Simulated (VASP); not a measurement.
# CoW3 (Pm-3m) in VASP: a series of runs

CoW3 is run at these levels: PBEsol, PBE; tasks: single point.

Everything below comes from runs of VASP 6.6.1. Logs are shortened: lines on timing, memory, paths and dates and some standing lists are left out, and cuts for length are marked.

## 1. The cell of the first run

It takes space group Pm-3m (No. 221, cubic). Conventional cell: a = 3.907 Å, b = 3.907 Å, c = 3.907 Å, α = 90.00°, β = 90.00°, γ = 90.00°. Within 3.6 Å of W (site symmetry 4/mmm) lie 8 W at 2.76 Å and 4 Co at 2.76 Å. Co (site symmetry m-3m) has 12 W at 2.76 Å within 3.6 Å.

## 2. Single point, PBEsol, collinear spin, ferromagnetic start

File INCAR:

```
ALGO = Normal
EDIFF = 1E-6
ENCUT = 600
GGA = PS
GGA_COMPAT = F
ISIF = 2
ISMEAR = -1
ISPIN = 2
LASPH = T
LCHARG = F
LMAXMIX = 4
LORBIT = 11
LREAL = F
LWAVE = F
MAGMOM = 0 0 0 3.5
NBANDS = 38
NELM = 200
PREC = Accurate
SIGMA = 0.05
```

File KPOINTS:

```
k-points
0
Gamma
  7 7 7
```

File POSCAR:

```
CoW3
1.0
    3.9073510000      0.0000000000      0.0000000000
    0.0000000000      3.9073510000      0.0000000000
    0.0000000000      0.0000000000      3.9073510000
W Co
3 1
Direct
    0.5000000000      0.5000000000      0.0000000000
    0.5000000000      0.0000000000      0.5000000000
    0.0000000000      0.5000000000      0.5000000000
    0.0000000000      0.0000000000      0.0000000000
```

Potentials or basis: VASP PAW PBE potentials, release 64 (W_sv, Co).

Run with:

```
cat potpaw_PBE.64/W_sv/POTCAR potpaw_PBE.64/Co/POTCAR > POTCAR
mpirun -np 1 vasp_std > vasp.out
```

OUTCAR:

```text
EDIFF = 1E-6
   ENCUT = 600
   GGA = PS
   ISIF = 2
   ISMEAR = -1
   ISPIN = 2
   LASPH = T
   LORBIT = 11
   LREAL = F
   NELM = 200
   PREC = Accurate

 ion  position               nearest neighbor table
   1  0.500  0.500  0.000-   2 2.76   3 2.76   4 2.76   2 2.76   3 2.76   2 2.76   4 2.76   2 2.76
                             3 2.76   4 2.76   3 2.76   4 2.76
   2  0.500  0.000  0.500-   1 2.76   3 2.76   4 2.76   1 2.76   4 2.76   1 2.76   3 2.76   1 2.76
                             3 2.76   4 2.76   4 2.76   3 2.76
   3  0.000  0.500  0.500-   1 2.76   2 2.76   4 2.76   1 2.76   4 2.76   2 2.76   4 2.76   4 2.76
                             1 2.76   2 2.76   1 2.76   2 2.76
   4  0.000  0.000  0.000-   1 2.76   2 2.76   3 2.76   2 2.76   3 2.76   1 2.76   3 2.76   3 2.76
                             1 2.76   2 2.76   2 2.76   1 2.76

  LATTYP: Found a simple cubic cell.
 ALAT       =     3.9073510000

  Lattice vectors:

 A1 = (   3.9073510000,   0.0000000000,   0.0000000000)
 A2 = (   0.0000000000,   3.9073510000,   0.0000000000)
 A3 = (   0.0000000000,   0.0000000000,   3.9073510000)

Analysis of symmetry for initial positions (statically):
=====================================================================
 Subroutine PRICEL returns:
 Original cell was already a primitive cell.

 Routine SETGRP: Setting up the symmetry group for a
 simple cubic supercell.

 Subroutine GETGRP returns: Found 48 space group operations
 (whereof 48 operations were pure point group operations)
 out of a pool of 48 trial point group operations.

The static configuration has the point symmetry O_h .

Analysis of symmetry for dynamics (positions and initial velocities):
=====================================================================
 Subroutine PRICEL returns:
 Original cell was already a primitive cell.

 Routine SETGRP: Setting up the symmetry group for a
 simple cubic supercell.

 Subroutine GETGRP returns: Found 48 space group operations
 (whereof 48 operations were pure point group operations)
 out of a pool of 48 trial point group operations.

The dynamic configuration has the point symmetry O_h .

Analysis of structural, dynamic, and magnetic symmetry:
=====================================================================
 Subroutine PRICEL returns:
 Original cell was already a primitive cell.

 Routine SETGRP: Setting up the symmetry group for a
 simple cubic supercell.

 Subroutine GETGRP returns: Found 48 space group operations
 (whereof 48 operations were pure point group operations)
 out of a pool of 48 trial point group operations.

The overall configuration has the point symmetry O_h .

 Subroutine INISYM returns: Found 48 space group operations
 (whereof 48 operations are pure point group operations),
 and found     1 'primitive' translations

----------------------------------------------------------------------------------------

                                     Primitive cell

  volume of cell :      59.6551

  direct lattice vectors                    reciprocal lattice vectors
     3.907351000  0.000000000  0.000000000     0.255927865  0.000000000  0.000000000
     0.000000000  3.907351000  0.000000000     0.000000000  0.255927865  0.000000000
     0.000000000  0.000000000  3.907351000     0.000000000  0.000000000  0.255927865

  length of vectors
     3.907351000  3.907351000  3.907351000     0.255927865  0.255927865  0.255927865

  position of ions in fractional coordinates (direct lattice)
     0.500000000  0.500000000  0.000000000
     0.500000000  0.000000000  0.500000000
     0.000000000  0.500000000  0.500000000
     0.000000000  0.000000000  0.000000000

  ion indices of the primitive-cell ions
   primitive index   ion index
                 1           1
                 2           2
                 3           3
                 4           4

----------------------------------------------------------------------------------------

 KPOINTS: k-points

Automatic generation of k-mesh.
 Grid dimensions read from file:
 generate k-points for:    7    7    7

 Generating k-lattice:

  Cartesian coordinates                     Fractional coordinates (reciprocal lattice)
     0.036561124  0.000000000  0.000000000     0.142857143  0.000000000  0.000000000
     0.000000000  0.036561124  0.000000000     0.000000000  0.142857143  0.000000000
     0.000000000  0.000000000  0.036561124     0.000000000  0.000000000  0.142857143

  Length of vectors
     0.036561124  0.036561124  0.036561124

  Shift w.r.t. Gamma in fractional coordinates (k-lattice)
     0.000000000  0.000000000  0.000000000

 Subroutine IBZKPT returns following result:
 ===========================================

 Found     20 irreducible k-points:

 Following reciprocal coordinates:
            Coordinates               Weight
  0.000000  0.000000  0.000000      1.000000
  0.142857  0.000000  0.000000      6.000000
  0.285714  0.000000  0.000000      6.000000
  0.428571  0.000000  0.000000      6.000000
  0.142857  0.142857  0.000000     12.000000
  0.285714  0.142857  0.000000     24.000000
[... 12 lines left out ...]
  0.428571  0.428571  0.285714     24.000000
  0.428571  0.428571  0.428571      8.000000
   k-points           NKPTS =     20   k-points in BZ     NKDIM =     20   number of bands    NBANDS=     38
   number of dos      NEDOS =    301   number of ions     NIONS =      4
   total plane-waves  NPLWV =  32768
   dimension x,y,z NGX =    32 NGY =   32 NGZ =   32
   dimension x,y,z NGXF=    64 NGYF=   64 NGZF=   64
   ions per type =               3   1
   NGX,Y,Z   is equivalent  to a cutoff of  13.62, 13.62, 13.62 a.u.
   NGXF,Y,Z  is equivalent  to a cutoff of  27.23, 27.23, 27.23 a.u.
 SYSTEM =  unknown system
   PREC   = accura    normal or accurate (medium, high low for compatibility)
   ISTART =      0    job   : 0-new  1-cont  2-samecut
   ICHARG =      2    charge: 1-file 2-atom 10-const
   ISPIN  =      2    spin polarized calculation?
   LNONCOLLINEAR =      F non collinear calculations
   LSORBIT =      F    spin-orbit coupling
   LASPH  =      T    aspherical Exc in radial PAW
   ENCUT  =  600.0 eV  44.10 Ry    6.64 a.u.   7.80  7.80  7.80*2*pi/ulx,y,z
   NELM   =    200;   NELMIN=  2; NELMDL= -5     # of ELM steps
   EDIFF  = 0.1E-05   stopping-criterion for ELM
   LREAL  =      F    real-space projection
   EDIFFG = 0.1E-04   stopping-criterion for IOM
   NSW    =      0    number of steps for IOM
   IBRION =     -1    ionic relax: 0-MD 1-quasi-New 2-CG
   NFREE  =      0    steps in history (QN), initial steepest desc. (CG)
   ISIF   =      2    stress and relaxation
   ISYM   =      2    0-nonsym 1-usesym 2-fastsym
   POTIM  = 0.5000    time-step for ionic-motion
   TEBEG  =    0.0;   TEEND  =   0.0 temperature during run
   PSTRESS=    0.0 pullay stress
   NELECT =      51.0000    total number of electrons
   NUPDOWN=      -1.0000    fix difference up-down
   EMIN   =  10.00;   EMAX   =-10.00  energy-range for DOS
   EFERMI =   0.00;   METHOD = LEGACY
   ISMEAR =    -1;   SIGMA  =   0.05  broadening in eV -4-tet -1-fermi 0-gaus
   EFERMI_NEDOS =   21; number of points for ismear=-14 and -15
   IALGO  =     38    algorithm
   IMIX   =      4    mixing-type and parameters
     AMIX     =   0.40;   BMIX     =  1.00
     AMIX_MAG =   1.60;   BMIX_MAG =  1.00
  volume/ion in A,a.u.               =      14.91       100.64
  Fermi-wavevector in a.u.,A,eV,Ry     =   1.553755  2.936171 32.846556  2.414154
  Thomas-Fermi vector in A             =   2.657940
   LORBIT       =     11    0 simple, 1 ext, 2 COOP (PROOUT), +10 PAW based schemes
   GGA     = PS    functional components
   LHFCALC =     F    Hartree Fock is set to
   AEXX    =    0.0000 exact exchange contribution
   IVDW    =     0    specifies the selected vdW correction
   LEPSILON=     F    determine dielectric tensor
   LRPA    =     F    only Hartree local field effects (RPA)
 spin polarized calculation
  energy-cutoff  :      600.00
  volume of cell :       59.66
 maximum number of plane-waves:      2002
 NGX is ok and might be reduce to    32
   NGX = 15   NGY = 15   NGZ = 15

 number of electron      51.0000021 magnetization      -0.0010983

 number of electron      51.0000021 magnetization       0.0003678

 Free energy of the ion-electron system (eV)
  ---------------------------------------------------
  ext. energy  EPLUGINS =         0.00000000
  ---------------------------------------------------
  free energy    TOTEN  =       -48.08907471 eV

  energy without entropy =      -48.05371729  energy(sigma->0) =      -48.07139600

 E-fermi :  10.3166     XC(G=0): -13.5948

 val. band max:       10.2993708421   @ k =   0.1429   0.1429   0.1429
 cond. band min:      10.3554120676   @ k =   0.1429   0.1429   0.0000
 fundamental gap:      0.0560412256
 Fermi energy:        10.3166264895

 spin component 1

 k-point     1 :       0.0000    0.0000    0.0000
  band No.  band energies     occupation
      1     -63.3771      1.00000
      2     -63.2171      1.00000
      3     -63.2171      1.00000
      4     -28.0463      1.00000
      5     -28.0463      1.00000
      6     -28.0463      1.00000
[... 29 lines left out ...]
     36      16.8150      0.00000
     37      21.5346      0.00000

 k-point     2 :       0.1429    0.0000    0.0000
  band No.  band energies     occupation
      1     -63.3701      1.00000
      2     -63.2242      1.00000
      3     -63.2171      1.00000
      4     -28.0185      1.00000
      5     -28.0185      1.00000
      6     -28.0026      1.00000
[... 29 lines left out ...]
     36      16.9132      0.00000
     37      20.3803      0.00000
[... 678 lines left out ...]
     36      16.6314      0.00000
     37      19.9250      0.00000

 k-point    20 :       0.4286    0.4286    0.4286
  band No.  band energies     occupation
      1     -63.2751      1.00000
      2     -63.2671      1.00000
      3     -63.2671      1.00000
      4     -28.3603      1.00000
      5     -27.9356      1.00000
      6     -27.9300      1.00000
[... 29 lines left out ...]
     36      16.0071      0.00000
     37      20.1271      0.00000
 Fermi energy:        10.3166264895

 spin component 2

 k-point     1 :       0.0000    0.0000    0.0000
  band No.  band energies     occupation
      1     -63.3771      1.00000
      2     -63.2171      1.00000
      3     -63.2171      1.00000
      4     -28.0463      1.00000
      5     -28.0463      1.00000
      6     -28.0463      1.00000
[... 29 lines left out ...]
     36      16.8151      0.00000
     37      21.5347      0.00000

 k-point     2 :       0.1429    0.0000    0.0000
  band No.  band energies     occupation
      1     -63.3701      1.00000
      2     -63.2241      1.00000
      3     -63.2171      1.00000
      4     -28.0185      1.00000
      5     -28.0185      1.00000
      6     -28.0026      1.00000
[... 29 lines left out ...]
     36      16.9132      0.00000
     37      20.3804      0.00000
[... 678 lines left out ...]
     36      16.6314      0.00000
     37      19.9250      0.00000

 k-point    20 :       0.4286    0.4286    0.4286
  band No.  band energies     occupation
      1     -63.2750      1.00000
      2     -63.2671      1.00000
      3     -63.2671      1.00000
      4     -28.3603      1.00000
      5     -27.9356      1.00000
      6     -27.9300      1.00000
[... 29 lines left out ...]
     36      16.0072      0.00000
     37      20.1272      0.00000
 [bands above 37 left out]

------------------------ aborting loop because EDIFF is reached ----------------------------------------

  FORCE on cell =-STRESS in cart. coord.  units (eV):
  Direction    XX          YY          ZZ          XY          YZ          ZX
  --------------------------------------------------------------------------------------
  -------------------------------------------------------------------------------------
  Total       -3.7037132     -3.7037132     -3.7037132     -0.0000000     -0.0000000     -0.0000000
  in kB      -99.4719559    -99.4719559    -99.4719559     -0.0000000     -0.0000000     -0.0000000
  external PRESSURE =     -99.4719559 kB  Pullay stress =       0.0000000 kB

 VOLUME and BASIS-vectors are now :
 -----------------------------------------------------------------------------
  energy-cutoff  :      600.00
  volume of cell :       59.66
      direct lattice vectors                 reciprocal lattice vectors
     3.907351000  0.000000000  0.000000000     0.255927865  0.000000000  0.000000000
     0.000000000  3.907351000  0.000000000     0.000000000  0.255927865  0.000000000
     0.000000000  0.000000000  3.907351000     0.000000000  0.000000000  0.255927865

 POSITION                                       TOTAL-FORCE (eV/Angst)
 -----------------------------------------------------------------------------------
      1.95368      1.95368      0.00000         0.000000      0.000000      0.000000
      1.95368      0.00000      1.95368         0.000000      0.000000      0.000000
      0.00000      1.95368      1.95368         0.000000      0.000000      0.000000
      0.00000      0.00000      0.00000         0.000000      0.000000      0.000000
 -----------------------------------------------------------------------------------
    total drift:                                0.000000     -0.000000     -0.000000

  FREE ENERGIE OF THE ION-ELECTRON SYSTEM (eV)
  ---------------------------------------------------
  free  energy   TOTEN  =       -48.0890747076 eV

  energy  without entropy=      -48.0537172923  energy(sigma->0) =      -48.07139600

 total charge

# of ion       s       p       d       tot
------------------------------------------
    1        2.417   6.303   3.360  12.080
    2        2.417   6.303   3.360  12.080
    3        2.417   6.303   3.360  12.080
    4        0.462   0.545   7.281   8.289
--------------------------------------------------
tot          7.714  19.454  17.361  44.528

 magnetization (x)

# of ion       s       p       d       tot
------------------------------------------
    1       -0.000  -0.000   0.000   0.000
    2       -0.000  -0.000   0.000   0.000
    3       -0.000  -0.000   0.000   0.000
    4       -0.000   0.000   0.000   0.000
--------------------------------------------------
tot         -0.000  -0.000   0.000   0.000
```

It took 1.7 min on 1 thread of AMD EPYC 7R13 (Zen 3), shared host; peak memory 0.22 GiB.

What came out:

| Property | Result |
| --- | --- |
| Free energy | -48.0891 eV |
| Pressure | -9.9 GPa |
| Net moment | 0.00 μB per cell |
| Valence electrons inside the program's atomic spheres | W 12.08; Co 8.29 |

Caveat: the cell stands under tension; the PAW data sets were made with another functional, which shifts forces and pressure a little; spin-orbit coupling is left out, which moves the levels of the heavy elements.

(Continued in part 2 of 2.)
